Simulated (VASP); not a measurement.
Set up this calculation in VASP 6.6.1, as the native input.

```
Task                   : single point
Functional             : r2SCAN
Potentials or basis    : VASP PAW PBE potentials, release 64 (Hf_pv, N)
Cutoff                 : 520 eV
k mesh                 : 18 × 18 × 18
Occupations            : gaussian, width 0.15 eV
Spin                   : no spin polarisation
Dipole correction      : no
Further INCAR settings : ALGO = Normal; EDIFF = 1e-06; NBANDS = 14
```

The system is HfN.

```
CELL_PARAMETERS angstrom
0.00000 2.24206 2.25900
2.27594 0.00000 2.25900
2.27594 2.24206 0.00000
ATOMIC_POSITIONS crystal
Hf 0.00000 0.00000 0.00000
N 0.50000 0.50000 0.50000
```

This cell differs from its parent crystal: strain +0.0075 x Voigt [1, -1, 0, 0, 0, 0].

These files were run (other wordings do the same):

POSCAR

```
HfN
1.0
    0.0000000000      2.2420575000      2.2590000000
    2.2759425000      0.0000000000      2.2590000000
    2.2759425000      2.2420575000      0.0000000000
Hf N
1 1
Direct
    0.0000000000      0.0000000000      0.0000000000
    0.5000000000      0.5000000000      0.5000000000
```

INCAR.step1

```
SYSTEM = HfN
  ALGO = Normal
  EDIFF = 1E-4
  ENCUT = 520
  GGA = PE
  ISMEAR = 0
  LASPH = .TRUE.
  LCHARG = .FALSE.
  LREAL = .FALSE.
  LWAVE = .TRUE.
  NBANDS = 14
  NELM = 100
  PREC = Accurate
  SIGMA = 0.15
```

INCAR.step2

```
SYSTEM = HfN
  ALGO = Normal
  EDIFF = 1E-6
  ENCUT = 520
  ISIF = 2
  ISMEAR = 0
  ISTART = 1
  LASPH = .TRUE.
  LCHARG = .FALSE.
  LMIXTAU = .TRUE.
  LREAL = .FALSE.
  LWAVE = .FALSE.
  METAGGA = R2SCAN
  NBANDS = 14
  NELM = 100
  PREC = Accurate
  SIGMA = 0.15
```

KPOINTS

```
k-points
0
G
  18 18 18
  0 0 0
```

Potentials or basis: VASP PAW PBE potentials, release 64 (Hf_pv, N).

The run is started by

```sh
$ cat potpaw_PBE.64/Hf_pv/POTCAR potpaw_PBE.64/N/POTCAR > POTCAR
$ cp INCAR.step1 INCAR
$ mpirun -np 1 vasp_std > vasp.out
$ cp INCAR.step2 INCAR
$ mpirun -np 1 vasp_std > vasp.out
```

Results of the run:

| Item | Value |
| --- | --- |
| Pressure | -1.1 GPa |

Caveat: the cell differs from its parent crystal (strain +0.0075 x Voigt [1, -1, 0, 0, 0, 0]); the PAW data sets were made with another functional, which shifts forces and pressure a little.

Wall time 15 min on 1 thread of Oxide Virtual Turin-like Processor, with other jobs on the host, peak memory 0.36 GiB.
